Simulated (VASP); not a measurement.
# CdS (P6_3mc) in VASP: notebook

CdS is run at these levels: PBEsol; tasks: single point, relaxation of cell and atoms.

Program: VASP 6.6.1. These are calculated values, not measurements. Logs are shortened: lines on timing, memory, paths and dates and some standing lists are left out, and cuts for length are marked.

**1. The cell of the first run**

It takes space group P6_3mc (No. 186, hexagonal). Conventional cell: a = 4.125 Å, b = 4.125 Å, c = 6.709 Å, α = 90.00°, β = 90.00°, γ = 120.00°. Within 3.2 Å of Cd (site symmetry 3m) lie 4 S at 2.39 to 3.15 Å. S (site symmetry 3m) has 4 Cd at 2.39 to 3.15 Å within 3.2 Å.

**2. Single point, PBEsol (atoms displaced along a vibrational mode)**

Input file INCAR:

```
PREC     = Accurate       # precision mode
ENCUT    = 520            # plane-wave cutoff, eV
EDIFF    = 1E-6           # SCF threshold, eV
ISMEAR   = 0              # smearing method
SIGMA    = 0.01           # smearing width, eV
LREAL    = False          # projectors in reciprocal space
LASPH    = True           # aspherical terms in the spheres
NELM     = 80             # most SCF steps
ALGO     = Normal         # electronic algorithm
ISIF     = 2              # what is computed and relaxed
LWAVE    = False          # write WAVECAR
LCHARG   = False          # write CHGCAR
GGA      = PS             # functional
NBANDS   = 26             # bands
```

Input file KPOINTS:

```
regular mesh
0
Gamma
  9 9 4
```

Input file POSCAR:

```
CdS
1.0
    4.1245340297      0.0000000000      0.0000000000
   -2.0622670149      3.5719512485      0.0000000000
    0.0000000000      0.0000000000      6.7092066191
Cd S
2 2
Direct
    0.3333333333      0.6666666667     -0.0460803402
    0.6666666667      0.3333333333      0.4539196598
    0.3333333333      0.6666666667      0.4230803402
    0.6666666667      0.3333333333      0.9230803402
```

Potentials or basis: VASP PAW PBE potentials, release 64 (Cd, S).

On the command line:

```
> cat potpaw_PBE.64/Cd/POTCAR potpaw_PBE.64/S/POTCAR > POTCAR
> mpirun -np 1 vasp_std > vasp.out
```

OUTCAR:

```text
PREC = Accurate
   ENCUT = 520
   EDIFF = 1E-6
   ISMEAR = 0
   LREAL = False
   LASPH = True
   NELM = 80
   ISIF = 2
   GGA = PS

 ion  position               nearest neighbor table
   1  0.333  0.667  0.954-   4 2.39   4 2.39   4 2.39   3 3.15
   2  0.667  0.333  0.454-   3 2.39   3 2.39   3 2.39   4 3.15
   3  0.333  0.667  0.423-   2 2.39   2 2.39   2 2.39   1 3.15
   4  0.667  0.333  0.923-   1 2.39   1 2.39   1 2.39   2 3.15

  LATTYP: Found a hexagonal cell.
 ALAT       =     4.1245340297
 C/A-ratio  =     1.6266580833

  Lattice vectors:

 A1 = (   4.1245340297,   0.0000000000,   0.0000000000)
 A2 = (  -2.0622670149,   3.5719512485,   0.0000000000)
 A3 = (   0.0000000000,   0.0000000000,   6.7092066191)

Analysis of symmetry for initial positions (statically):
=====================================================================
 Subroutine PRICEL returns:
 Original cell was already a primitive cell.

 Routine SETGRP: Setting up the symmetry group for a
 hexagonal supercell.

 Subroutine GETGRP returns: Found 12 space group operations
 (whereof  6 operations were pure point group operations)
 out of a pool of 24 trial point group operations.

The static configuration has the point symmetry C_3v.
 The point group associated with its full space group is C_6v.

Analysis of symmetry for dynamics (positions and initial velocities):
=====================================================================
 Subroutine PRICEL returns:
 Original cell was already a primitive cell.

 Routine SETGRP: Setting up the symmetry group for a
 hexagonal supercell.

 Subroutine GETGRP returns: Found 12 space group operations
 (whereof  6 operations were pure point group operations)
 out of a pool of 24 trial point group operations.

The dynamic configuration has the point symmetry C_3v.
 The point group associated with its full space group is C_6v.

 Subroutine INISYM returns: Found 12 space group operations
 (whereof  6 operations are pure point group operations),
 and found     1 'primitive' translations

----------------------------------------------------------------------------------------

                                     Primitive cell

  volume of cell :      98.8443

  direct lattice vectors                    reciprocal lattice vectors
     4.124534030  0.000000000  0.000000000     0.242451630  0.139979514  0.000000000
    -2.062267015  3.571951249  0.000000000     0.000000000  0.279959028  0.000000000
     0.000000000  0.000000000  6.709206619     0.000000000  0.000000000  0.149048920

  length of vectors
     4.124534030  4.124534030  6.709206619     0.279959028  0.279959028  0.149048920

  position of ions in fractional coordinates (direct lattice)
     0.333333333  0.666666667  0.953919660
     0.666666667  0.333333333  0.453919660
     0.333333333  0.666666667  0.423080340
     0.666666667  0.333333333  0.923080340

  ion indices of the primitive-cell ions
   primitive index   ion index
                 1           1
                 2           2
                 3           3
                 4           4

----------------------------------------------------------------------------------------

 KPOINTS: regular mesh

Automatic generation of k-mesh.
 Grid dimensions read from file:
 generate k-points for:    9    9    4

 Generating k-lattice:

  Cartesian coordinates                     Fractional coordinates (reciprocal lattice)
     0.026939070  0.015553279  0.000000000     0.111111111  0.000000000  0.000000000
     0.000000000  0.031106559  0.000000000     0.000000000  0.111111111  0.000000000
     0.000000000  0.000000000  0.037262230     0.000000000  0.000000000  0.250000000

  Length of vectors
     0.031106559  0.031106559  0.037262230

  Shift w.r.t. Gamma in fractional coordinates (k-lattice)
     0.000000000  0.000000000  0.000000000

 Subroutine IBZKPT returns following result:
 ===========================================

 Found     36 irreducible k-points:

 Following reciprocal coordinates:
            Coordinates               Weight
  0.000000  0.000000  0.000000      1.000000
  0.111111  0.000000  0.000000      6.000000
  0.222222  0.000000  0.000000      6.000000
  0.333333  0.000000  0.000000      6.000000
  0.444444  0.000000  0.000000      6.000000
  0.111111  0.111111  0.000000      6.000000
[... 16 lines left out ...]
  0.333333  0.222222  0.250000     24.000000
  0.333333  0.333333  0.250000      4.000000
 [... further k-points ...]
   k-points           NKPTS =     36   k-points in BZ     NKDIM =     36   number of bands    NBANDS=     26
   number of dos      NEDOS =    301   number of ions     NIONS =      4
   total plane-waves  NPLWV =  51200
   dimension x,y,z NGX =    32 NGY =   32 NGZ =   50
   dimension x,y,z NGXF=    64 NGYF=   64 NGZF=  100
   ions per type =               2   2
   NGX,Y,Z   is equivalent  to a cutoff of  12.90, 12.90, 12.39 a.u.
   NGXF,Y,Z  is equivalent  to a cutoff of  25.80, 25.80, 24.78 a.u.
 SYSTEM =  unknown system
   PREC   = accura    normal or accurate (medium, high low for compatibility)
   ISTART =      0    job   : 0-new  1-cont  2-samecut
   ICHARG =      2    charge: 1-file 2-atom 10-const
   ISPIN  =      1    spin polarized calculation?
   LNONCOLLINEAR =      F non collinear calculations
   LSORBIT =      F    spin-orbit coupling
   LASPH  =      T    aspherical Exc in radial PAW
   ENCUT  =  520.0 eV  38.22 Ry    6.18 a.u.   7.67  7.67 12.47*2*pi/ulx,y,z
   NELM   =     80;   NELMIN=  2; NELMDL= -5     # of ELM steps
   EDIFF  = 0.1E-05   stopping-criterion for ELM
   LREAL  =      F    real-space projection
   EDIFFG = 0.1E-04   stopping-criterion for IOM
   NSW    =      0    number of steps for IOM
   IBRION =     -1    ionic relax: 0-MD 1-quasi-New 2-CG
   NFREE  =      0    steps in history (QN), initial steepest desc. (CG)
   ISIF   =      2    stress and relaxation
   ISYM   =      2    0-nonsym 1-usesym 2-fastsym
   POTIM  = 0.5000    time-step for ionic-motion
   TEBEG  =    0.0;   TEEND  =   0.0 temperature during run
   PSTRESS=    0.0 pullay stress
   NELECT =      36.0000    total number of electrons
   NUPDOWN=      -1.0000    fix difference up-down
   EMIN   =  10.00;   EMAX   =-10.00  energy-range for DOS
   EFERMI =   0.00;   METHOD = LEGACY
   ISMEAR =     0;   SIGMA  =   0.01  broadening in eV -4-tet -1-fermi 0-gaus
   EFERMI_NEDOS =   21; number of points for ismear=-14 and -15
   IALGO  =     38    algorithm
   IMIX   =      4    mixing-type and parameters
     AMIX     =   0.40;   BMIX     =  1.00
     AMIX_MAG =   1.60;   BMIX_MAG =  1.00
  volume/ion in A,a.u.               =      24.71       166.76
  Fermi-wavevector in a.u.,A,eV,Ry     =   1.169118  2.209313 18.596956  1.366838
  Thomas-Fermi vector in A             =   2.305596
   LORBIT       =      0    0 simple, 1 ext, 2 COOP (PROOUT), +10 PAW based schemes
   GGA     = PS    functional components
   LHFCALC =     F    Hartree Fock is set to
   AEXX    =    0.0000 exact exchange contribution
   IVDW    =     0    specifies the selected vdW correction
   LEPSILON=     F    determine dielectric tensor
   LRPA    =     F    only Hartree local field effects (RPA)
 non-spin polarized calculation
 Gauss-broadening in eV      SIGMA  =   0.01
  energy-cutoff  :      520.00
  volume of cell :       98.84
 maximum number of plane-waves:      2695
 NGX is ok and might be reduce to    32
   NGX = 15   NGY = 15   NGZ = 25

 number of electron      36.0000000 magnetization

 Free energy of the ion-electron system (eV)
  ---------------------------------------------------
  ext. energy  EPLUGINS =         0.00000000
  ---------------------------------------------------
  free energy    TOTEN  =       -12.95166683 eV

  energy without entropy =      -12.95166683  energy(sigma->0) =      -12.95166683

 E-fermi :   1.2998     XC(G=0):  -9.3661

 val. band max:        1.1995437445   @ k =   0.0000   0.0000   0.0000
 cond. band min:       2.5474875923   @ k =   0.0000   0.0000   0.0000
 fundamental gap:      1.3479438478
 Fermi energy:         1.2997814890

 k-point     1 :       0.0000    0.0000    0.0000
  band No.  band energies     occupation
      1     -11.3815      2.00000
      2     -11.0192      2.00000
      3      -6.8898      2.00000
      4      -6.8898      2.00000
      5      -6.8891      2.00000
      6      -6.8891      2.00000
[... 18 lines left out ...]
     25       8.8009      0.00000
     26       9.2781      0.00000

 k-point     2 :       0.1111    0.0000    0.0000
  band No.  band energies     occupation
      1     -11.3265      2.00000
      2     -10.9819      2.00000
      3      -6.8677      2.00000
      4      -6.8630      2.00000
      5      -6.8497      2.00000
      6      -6.8478      2.00000
[... 18 lines left out ...]
     25       8.7231      0.00000
     26       8.9487      0.00000

 k-point     3 :       0.2222    0.0000    0.0000
  band No.  band energies     occupation
      1     -11.1825      2.00000
      2     -10.8901      2.00000
      3      -6.7848      2.00000
      4      -6.7694      2.00000
      5      -6.7434      2.00000
      6      -6.7393      2.00000
[... 18 lines left out ...]
     25       8.9484      0.00000
     26       9.6784      0.00000

 k-point     4 :       0.3333    0.0000    0.0000
  band No.  band energies     occupation
      1     -11.0075      2.00000
      2     -10.7947      2.00000
      3      -6.6274      2.00000
      4      -6.6144      2.00000
      5      -6.6071      2.00000
      6      -6.5932      2.00000
[... 18 lines left out ...]
     25       9.8016      0.00000
     26      10.6903      0.00000
[... 496 lines left out ...]
      1     -10.8963      2.00000
      2     -10.7786      2.00000
      3      -6.6387      2.00000
      4      -6.6247      2.00000
      5      -6.4743      2.00000
      6      -6.4677      2.00000
[... 18 lines left out ...]
     25       8.9396      0.00000
     26      10.6354      0.00000

 k-point    23 :       0.3333    0.2222    0.2500
  band No.  band energies     occupation
      1     -10.7994      2.00000
      2     -10.7401      2.00000
      3      -6.5388      2.00000
      4      -6.5283      2.00000
      5      -6.4331      2.00000
      6      -6.4172      2.00000
[... 18 lines left out ...]
     25       9.6405      0.00000
     26      10.7674      0.00000

 k-point    24 :       0.3333    0.3333    0.2500
  band No.  band energies     occupation
      1     -10.7465      2.00000
      2     -10.7465      2.00000
      3      -6.4736      2.00000
      4      -6.4663      2.00000
      5      -6.4559      2.00000
      6      -6.4559      2.00000
[... 18 lines left out ...]
     25      10.4731      0.00000
     26      10.4733      0.00000

 [... further k-points ...]

------------------------ aborting loop because EDIFF is reached ----------------------------------------

  FORCE on cell =-STRESS in cart. coord.  units (eV):
  Direction    XX          YY          ZZ          XY          YZ          ZX
  --------------------------------------------------------------------------------------
  -------------------------------------------------------------------------------------
  Total        4.5874827      4.5874827     -1.7737726     -0.0000000      0.0000000     -0.0000000
  in kB       74.3589823     74.3589823    -28.7512639     -0.0000000      0.0000000     -0.0000000
  external PRESSURE =      39.9889002 kB  Pullay stress =       0.0000000 kB

 VOLUME and BASIS-vectors are now :
 -----------------------------------------------------------------------------
  energy-cutoff  :      520.00
  volume of cell :       98.84
      direct lattice vectors                 reciprocal lattice vectors
     4.124534030  0.000000000  0.000000000     0.242451630  0.139979514  0.000000000
    -2.062267015  3.571951249  0.000000000     0.000000000  0.279959028  0.000000000
     0.000000000  0.000000000  6.709206619     0.000000000  0.000000000  0.149048920

 POSITION                                       TOTAL-FORCE (eV/Angst)
 -----------------------------------------------------------------------------------
     -0.00000      2.38130      6.40004         0.000000     -0.000000      0.434779
      2.06227      1.19065      3.04544        -0.000000      0.000000      0.434779
     -0.00000      2.38130      2.83853        -0.000000     -0.000000     -0.434779
      2.06227      1.19065      6.19314        -0.000000      0.000000     -0.434779
 -----------------------------------------------------------------------------------
    total drift:                                0.000000      0.000000      0.000446

  FREE ENERGIE OF THE ION-ELECTRON SYSTEM (eV)
  ---------------------------------------------------
  free  energy   TOTEN  =       -12.9516668346 eV

  energy  without entropy=      -12.9516668346  energy(sigma->0) =      -12.95166683
```

Wall time 77 s (1 thread of Intel Xeon 8259CL, shared host); peak memory 0.25 GiB.

Results:

```yaml
Free_energy: -12.9517 eV
Pressure: 4.0 GPa
Largest_force: 0.435 eV/Å
Band_gap_on_the_k_mesh: 1.35 eV
```

Forces in eV/Å, atoms in the order of the input:
```
Cd   0.000  0.000  0.435
Cd   0.000  0.000  0.435
S    0.000  0.000 -0.435
S    0.000  0.000 -0.435
```

Caveat: the cell differs from its parent crystal (atoms displaced along a vibrational mode); the cell stands under pressure; the PAW data sets were made with another functional, which shifts forces and pressure a little.

(Part 1 of 2 ends here.)
